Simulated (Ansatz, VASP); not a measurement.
Given: the input of a run of VASP 6.6.1 on NaCl.

Contents of POSCAR:

```
NaCl
1.0
    0.0000000000      2.7940632177      2.7940632177
    2.7940632177      0.0000000000      2.7940632177
    2.7940632177      2.7940632177      0.0000000000
Cl Na
1 1
Direct
    0.5000000000      0.5000000000      0.5000000000
    0.0000000000      0.0000000000      0.0000000000
```

The input INCAR.step1:

```
SYSTEM = NaCl
ALGO = Normal
EDIFF = 1E-5
ENCUT = 520
GGA = PE
ISIF = 2
ISMEAR = -1
LASPH = .TRUE.
LREAL = .FALSE.
LWAVE = .TRUE.
NBANDS = 14
NELM = 100
PREC = Accurate
SIGMA = 0.05
```

INCAR.step2

```
SYSTEM = NaCl
AEXX = 0.4
ALGO = Normal
EDIFF = 1E-7
ENCUT = 520
GGA = PE
HFSCREEN = 0.2
ISIF = 2
ISMEAR = -1
ISTART = 1
LASPH = .TRUE.
LCHARG = .TRUE.
LELF = .TRUE.
LHFCALC = .TRUE.
LREAL = .FALSE.
LVHAR = .TRUE.
LWAVE = .FALSE.
NBANDS = 14
NELM = 100
PREC = Accurate
PRECFOCK = Normal
SIGMA = 0.05
```

Contents of KPOINTS:

```
k-points
0
G
  4 4 4
  0 0 0
```

Potentials or basis: VASP PAW PBE potentials, release 64 (Cl, Na_pv).

Run with:

```console
$ cat potpaw_PBE.64/Cl/POTCAR potpaw_PBE.64/Na_pv/POTCAR > POTCAR
$ cp INCAR.step1 INCAR
$ mpirun -np 1 vasp_std > vasp.out
$ cp INCAR.step2 INCAR
$ mpirun -np 1 vasp_std > vasp.out
```

Translate it to Ansatz 0.2.0. Potentials there: all-electron PAW datasets made for the crystal.

As run (the cutoff follows the program's own potentials):

Contents of input.yaml:

```yaml
crystal:
  lattice:
    - [0.0, 2.7940632177, 2.7940632177]
    - [2.7940632177, 0.0, 2.7940632177]
    - [2.7940632177, 2.7940632177, 0.0]
  atoms:
    - { symbol: Cl, position: [0.5, 0.5, 0.5] }
    - { symbol: Na, position: [0.0, 0.0, 0.0] }
kpoints:
  mp_grid: { grid: [4, 4, 4] }
scf:
  occupations: { method: fermi_dirac, width: 0.05 }
hamiltonian:
  xc: { preset: hse06, exx: { coeff: 0.4, omega: 0.2 } }
  pseudopotentials: { kind: all_electron, datasets: crystal }
output:
  forces: true
  stress: true
```

Potentials or basis: all-electron PAW datasets made for the crystal.

The run is started by

```bash
$ ansatz run input.yaml --threads 1 --pin off --max-ram 3072MiB --backend cpu --events-out ev --progress --plain --runs-dir out
```

Both were run:

|  | VASP | Ansatz | Ansatz less VASP |
| --- | --- | --- | --- |
| gap on the k mesh at the Fermi level (eV) | 7.47 | 7.48 | +0.011 |
| least direct gap on the mesh (eV) | 7.47 | 7.48 | +0.011 |
| pressure (GPa) | 0.7 | 0.6 | -0.07 |

VASP's potentials were made for PBE, not for PBE-based screened hybrid. Ansatz ran all-electron here, and VASP with PAW potentials.

The k mesh is coarse, so the values compare programs but aren't converged.
